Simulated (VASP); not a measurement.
# BN (C2/m) in VASP: further runs

Runs on BN. Level: r2SCAN. Tasks: single point.

All numbers are computed with VASP 6.6.1; they aren't measurements. Logs are shortened: lines on timing, memory, paths and dates and some standing lists are left out, and cuts for length are marked.

## 1. The cell of the first run

The structure is monoclinic, space group C2/m (No. 12). The conventional cell has a = 4.334 Å, b = 2.501 Å, c = 6.877 Å, α = 90.00°, β = 93.44°, γ = 90.00°. B (site symmetry m) has 3 N at 1.44 Å within 1.9 Å. N (site symmetry m) has 3 B at 1.44 Å within 1.9 Å.

## 2. Single point, r2SCAN (strain -0.0600 x Voigt [0, 0, 0, 1, 0, 0])

Input file POSCAR:

```
BN
1.0
    2.5009753125      0.0000000000      0.0000000000
   -1.2504876563      2.1659081548     -0.0649772446
    0.0000000000     -0.2062248500      6.8741616654
B N
2 2
Direct
    0.3333333333      0.6666666667      0.2500000000
    0.6666666667      0.3333333333      0.7500000000
    0.3333333333      0.6666666667      0.7500000000
    0.6666666667      0.3333333333      0.2500000000
```

Input file INCAR.step1:

```
SYSTEM = BN
ALGO = Normal
EDIFF = 1E-4
ENCUT = 520
GGA = PE
ISMEAR = 0
LASPH = .TRUE.
LCHARG = .FALSE.
LREAL = .FALSE.
LWAVE = .TRUE.
NBANDS = 16
NELM = 100
PREC = Accurate
SIGMA = 0.05
```

Input file INCAR.step2:

```
SYSTEM = BN
ALGO = Normal
EDIFF = 1E-6
ENCUT = 520
ISIF = 2
ISMEAR = 0
ISTART = 1
LASPH = .TRUE.
LCHARG = .FALSE.
LMIXTAU = .TRUE.
LREAL = .FALSE.
LWAVE = .FALSE.
METAGGA = R2SCAN
NBANDS = 16
NELM = 100
PREC = Accurate
SIGMA = 0.05
```

Input file KPOINTS:

```
k-points
0
G
  12 12 4
  0 0 0
```

Potentials or basis: VASP PAW PBE potentials, release 64 (B, N).

Launch:

```bash
$ cat potpaw_PBE.64/B/POTCAR potpaw_PBE.64/N/POTCAR > POTCAR
$ cp INCAR.step1 INCAR
$ mpirun -np 1 vasp_std > vasp.out
$ cp INCAR.step2 INCAR
$ mpirun -np 1 vasp_std > vasp.out
```

OUTCAR:

```text
SYSTEM = BN
   EDIFF = 1E-6
   ENCUT = 520
   ISIF = 2
   ISMEAR = 0
   ISTART = 1
   LASPH = .TRUE.
   LREAL = .FALSE.
   METAGGA = R2SCAN
   NELM = 100
   PREC = Accurate

 ion  position               nearest neighbor table
   1  0.333  0.667  0.250-   4 1.44   4 1.44   4 1.44
   2  0.667  0.333  0.750-   3 1.44   3 1.44   3 1.44
   3  0.333  0.667  0.750-   2 1.44   2 1.44   2 1.44
   4  0.667  0.333  0.250-   1 1.44   1 1.44   1 1.44

  LATTYP: Found a base centered monoclinic cell.
 ALAT       =     4.3337651885
 B/A-ratio  =     0.5770906368
 C/A-ratio  =     1.5869005457
 COS(beta)  =    -0.0599460485

  Lattice vectors:

 A1 = (   1.2504876562,   2.1659081548,  -0.0649772446)
 A2 = (  -1.2504876563,   2.1659081548,  -0.0649772446)
 A3 = (   0.0000000000,  -0.2062248500,   6.8741616654)

Analysis of symmetry for initial positions (statically):
=====================================================================
 Subroutine PRICEL returns:
 Original cell was already a primitive cell.

 Routine SETGRP: Setting up the symmetry group for a
 base centered monoclinic supercell.

 Subroutine GETGRP returns: Found  4 space group operations
 (whereof  4 operations were pure point group operations)
 out of a pool of  4 trial point group operations.

The static configuration has the point symmetry C_2h.

Analysis of symmetry for dynamics (positions and initial velocities):
=====================================================================
 Subroutine PRICEL returns:
 Original cell was already a primitive cell.

 Routine SETGRP: Setting up the symmetry group for a
 base centered monoclinic supercell.

 Subroutine GETGRP returns: Found  4 space group operations
 (whereof  4 operations were pure point group operations)
 out of a pool of  4 trial point group operations.

The dynamic configuration has the point symmetry C_2h.

 Subroutine INISYM returns: Found  4 space group operations
 (whereof  4 operations are pure point group operations),
 and found     1 'primitive' translations

----------------------------------------------------------------------------------------

                                     Primitive cell

  volume of cell :      37.2030

  direct lattice vectors                    reciprocal lattice vectors
     2.500975313  0.000000000  0.000000000     0.399844011  0.231058000  0.006931740
    -1.250487656  2.165908155 -0.064977245     0.000000000  0.462115999  0.013863480
     0.000000000 -0.206224850  6.874161665     0.000000000  0.004368100  0.145603327

  length of vectors
     2.500975313  2.501819249  6.877254342     0.461856126  0.462323904  0.145668834

  position of ions in fractional coordinates (direct lattice)
     0.333333333  0.666666667  0.250000000
     0.666666667  0.333333333  0.750000000
     0.333333333  0.666666667  0.750000000
     0.666666667  0.333333333  0.250000000

  ion indices of the primitive-cell ions
   primitive index   ion index
                 1           1
                 2           2
                 3           3
                 4           4

----------------------------------------------------------------------------------------

 KPOINTS: k-points

Automatic generation of k-mesh.
 Grid dimensions read from file:
 generate k-points for:   12   12    4

 Generating k-lattice:

  Cartesian coordinates                     Fractional coordinates (reciprocal lattice)
     0.033320334  0.019254833  0.000577645     0.083333333 -0.000000000  0.000000000
     0.000000000  0.038509667  0.001155290     0.000000000  0.083333333  0.000000000
     0.000000000  0.001092025  0.036400832     0.000000000  0.000000000  0.250000000

  Length of vectors
     0.038488011  0.038526992  0.036417209

  Shift w.r.t. Gamma in fractional coordinates (k-lattice)
     0.000000000  0.000000000  0.000000000

 Subroutine IBZKPT returns following result:
 ===========================================

 Found    164 irreducible k-points:

 Following reciprocal coordinates:
            Coordinates               Weight
  0.000000  0.000000  0.000000      1.000000
  0.083333 -0.000000 -0.000000      4.000000
  0.166667 -0.000000 -0.000000      4.000000
  0.250000 -0.000000 -0.000000      4.000000
  0.333333 -0.000000 -0.000000      4.000000
  0.416667 -0.000000 -0.000000      4.000000
[... 16 lines left out ...]
  0.333333  0.166667 -0.000000      4.000000
  0.416667  0.166667  0.000000      4.000000
 [... further k-points ...]
   k-points           NKPTS =    164   k-points in BZ     NKDIM =    164   number of bands    NBANDS=     16
   number of dos      NEDOS =    301   number of ions     NIONS =      4
   total plane-waves  NPLWV =  21600
   dimension x,y,z NGX =    20 NGY =   20 NGZ =   54
   dimension x,y,z NGXF=    40 NGYF=   40 NGZF=  108
   ions per type =               2   2
   NGX,Y,Z   is equivalent  to a cutoff of  13.29, 13.29, 13.05 a.u.
   NGXF,Y,Z  is equivalent  to a cutoff of  26.59, 26.58, 26.11 a.u.
 SYSTEM =  BN
   PREC   = accura    normal or accurate (medium, high low for compatibility)
   ISTART =      1    job   : 0-new  1-cont  2-samecut
   ICHARG =      0    charge: 1-file 2-atom 10-const
   ISPIN  =      1    spin polarized calculation?
   LNONCOLLINEAR =      F non collinear calculations
   LSORBIT =      F    spin-orbit coupling
   LASPH  =      T    aspherical Exc in radial PAW
   ENCUT  =  520.0 eV  38.22 Ry    6.18 a.u.   4.65  4.65 12.79*2*pi/ulx,y,z
   NELM   =    100;   NELMIN=  2; NELMDL=  0     # of ELM steps
   EDIFF  = 0.1E-05   stopping-criterion for ELM
   LREAL  =      F    real-space projection
   EDIFFG = 0.1E-04   stopping-criterion for IOM
   NSW    =      0    number of steps for IOM
   IBRION =     -1    ionic relax: 0-MD 1-quasi-New 2-CG
   NFREE  =      0    steps in history (QN), initial steepest desc. (CG)
   ISIF   =      2    stress and relaxation
   ISYM   =      2    0-nonsym 1-usesym 2-fastsym
   POTIM  = 0.5000    time-step for ionic-motion
   TEBEG  =    0.0;   TEEND  =   0.0 temperature during run
   PSTRESS=    0.0 pullay stress
   NELECT =      16.0000    total number of electrons
   NUPDOWN=      -1.0000    fix difference up-down
   EMIN   =  10.00;   EMAX   =-10.00  energy-range for DOS
   EFERMI =   0.00;   METHOD = LEGACY
   ISMEAR =     0;   SIGMA  =   0.05  broadening in eV -4-tet -1-fermi 0-gaus
   EFERMI_NEDOS =   21; number of points for ismear=-14 and -15
   IALGO  =     38    algorithm
   IMIX   =      4    mixing-type and parameters
     AMIX     =   0.40;   BMIX     =  1.00
     AMIX_MAG =   1.60;   BMIX_MAG =  1.00
  volume/ion in A,a.u.               =       9.30        62.76
  Fermi-wavevector in a.u.,A,eV,Ry     =   1.235726  2.335183 20.776344  1.527018
  Thomas-Fermi vector in A             =   2.370363
   LORBIT       =      0    0 simple, 1 ext, 2 COOP (PROOUT), +10 PAW based schemes
   METAGGA = R2SCAN    functional components
   LHFCALC =     F    Hartree Fock is set to
   AEXX    =    0.0000 exact exchange contribution
   IVDW    =     0    specifies the selected vdW correction
   LEPSILON=     F    determine dielectric tensor
   LRPA    =     F    only Hartree local field effects (RPA)
 non-spin polarized calculation
 Gauss-broadening in eV      SIGMA  =   0.05
  energy-cutoff  :      520.00
  volume of cell :       37.20
 maximum number of plane-waves:      1019
   NGX =  9   NGY =  9   NGZ = 25

 number of electron      16.0000001 magnetization

 Free energy of the ion-electron system (eV)
  ---------------------------------------------------
  ext. energy  EPLUGINS =         0.00000000
  ---------------------------------------------------
  free energy    TOTEN  =       -38.59458829 eV

  energy without entropy =      -38.59458829  energy(sigma->0) =      -38.59458829

 E-fermi :   2.1374     XC(G=0): -10.5196

 val. band max:        1.8369647282   @ k =   0.3333   0.3333   0.5000
 cond. band min:       6.6898893779   @ k =   0.5000  -0.0000  -0.0000
 fundamental gap:      4.8529246497
 Fermi energy:         2.1373750402

 k-point     1 :       0.0000    0.0000    0.0000
  band No.  band energies     occupation
      1     -17.0201      2.00000
      2     -16.7962      2.00000
      3      -4.4904      2.00000
      4      -2.6318      2.00000
      5       0.4113      2.00000
      6       0.4126      2.00000
[... 8 lines left out ...]
     15      14.6707      0.00000
     16      16.0763      0.00000

 k-point     2 :       0.0833   -0.0000   -0.0000
  band No.  band energies     occupation
      1     -16.8786      2.00000
      2     -16.6582      2.00000
      3      -4.2961      2.00000
      4      -2.4550      2.00000
      5      -0.1750      2.00000
      6      -0.1545      2.00000
[... 8 lines left out ...]
     15      15.1888      0.00000
     16      15.5310      0.00000

 k-point     3 :       0.1667   -0.0000   -0.0000
  band No.  band energies     occupation
      1     -16.4621      2.00000
      2     -16.2528      2.00000
      3      -3.7206      2.00000
      4      -1.9357      2.00000
      5      -1.6633      2.00000
      6      -1.6382      2.00000
[... 8 lines left out ...]
     15      16.4317      0.00000
     16      16.5171      0.00000

 k-point     4 :       0.2500   -0.0000   -0.0000
  band No.  band energies     occupation
      1     -15.8000      2.00000
      2     -15.6102      2.00000
      3      -3.5496      2.00000
      4      -3.5081      2.00000
      5      -2.7915      2.00000
      6      -1.2883      2.00000
[... 8 lines left out ...]
     15      17.7771      0.00000
     16      18.8458      0.00000
[... 324 lines left out ...]
 k-point    22 :       0.2500    0.1667   -0.0000
  band No.  band energies     occupation
      1     -14.6263      2.00000
      2     -14.4816      2.00000
      3      -5.4062      2.00000
      4      -5.3703      2.00000
      5      -3.2074      2.00000
      6      -3.1636      2.00000
[... 8 lines left out ...]
     15      17.0930      0.00000
     16      18.9699      0.00000

 k-point    23 :       0.3333    0.1667   -0.0000
  band No.  band energies     occupation
      1     -13.8570      2.00000
      2     -13.7620      2.00000
      3      -6.6482      2.00000
      4      -6.5902      2.00000
      5      -3.7603      2.00000
      6      -3.7106      2.00000
[... 8 lines left out ...]
     15      17.4989      0.00000
     16      20.4078      0.00000

 k-point    24 :       0.4167    0.1667    0.0000
  band No.  band energies     occupation
      1     -13.4938      2.00000
      2     -13.4466      2.00000
      3      -7.1699      2.00000
      4      -7.1086      2.00000
      5      -3.9425      2.00000
      6      -3.8899      2.00000
[... 8 lines left out ...]
     15      17.0904      0.00000
     16      20.0844      0.00000

 [... further k-points ...]
[... 5 lines left out ...]
  --------------------------------------------------------------------------------------
  -------------------------------------------------------------------------------------
  Total        0.1337447      0.0567455     -0.0366582     -0.0000000      0.0500285     -0.0000000
  in kB        5.7598215      2.4437893     -1.5787145     -0.0000000      2.1545174     -0.0000000
  external PRESSURE =       2.2082988 kB  Pullay stress =       0.0000000 kB

 VOLUME and BASIS-vectors are now :
 -----------------------------------------------------------------------------
  energy-cutoff  :      520.00
  volume of cell :       37.20
      direct lattice vectors                 reciprocal lattice vectors
     2.500975313  0.000000000  0.000000000     0.399844011  0.231058000  0.006931740
    -1.250487656  2.165908155 -0.064977245     0.000000000  0.462115999  0.013863480
     0.000000000 -0.206224850  6.874161665     0.000000000  0.004368100  0.145603327

 POSITION                                       TOTAL-FORCE (eV/Angst)
 -----------------------------------------------------------------------------------
     -0.00000      1.39238      1.67522        -0.000000      0.003730      0.000098
      1.25049      0.56730      5.13396         0.000000     -0.003730     -0.000098
     -0.00000      1.28927      5.11230        -0.000000      0.000731     -0.000463
      1.25049      0.67041      1.69688         0.000000     -0.000731      0.000463
 -----------------------------------------------------------------------------------
    total drift:                                0.000000     -0.000000     -0.000000

  FREE ENERGIE OF THE ION-ELECTRON SYSTEM (eV)
  ---------------------------------------------------
  free  energy   TOTEN  =       -38.5945882870 eV

  energy  without entropy=      -38.5945882870  energy(sigma->0) =      -38.59458829
```

It took 5.7 min on 1 thread of Intel Xeon Platinum 8259CL at 2.50GHz (Skylake/Cascade Lake), shared host; peak memory 0.21 GiB.

Results:

* Free energy: -38.5946 eV
* Pressure: 0.2 GPa
* Largest force: 0.004 eV/Å
* Band gap on the k mesh: 4.85 eV, indirect (least direct gap 5.12 eV)

Forces on the atoms (eV/Å):
```
B    0.000  0.004  0.000
B    0.000 -0.004  0.000
N    0.000  0.001  0.000
N    0.000 -0.001  0.000
```

Stress tensor (GPa, compression positive):
```
 0.58  0.00  0.00
 0.00  0.24  0.22
 0.00  0.22 -0.16
```

Caveat: the cell differs from its parent crystal (strain -0.0600 x Voigt [0, 0, 0, 1, 0, 0]); the PAW data sets were made with another functional, which shifts forces and pressure a little. A k mesh can miss the band edges.

[end of part 1 of 3]
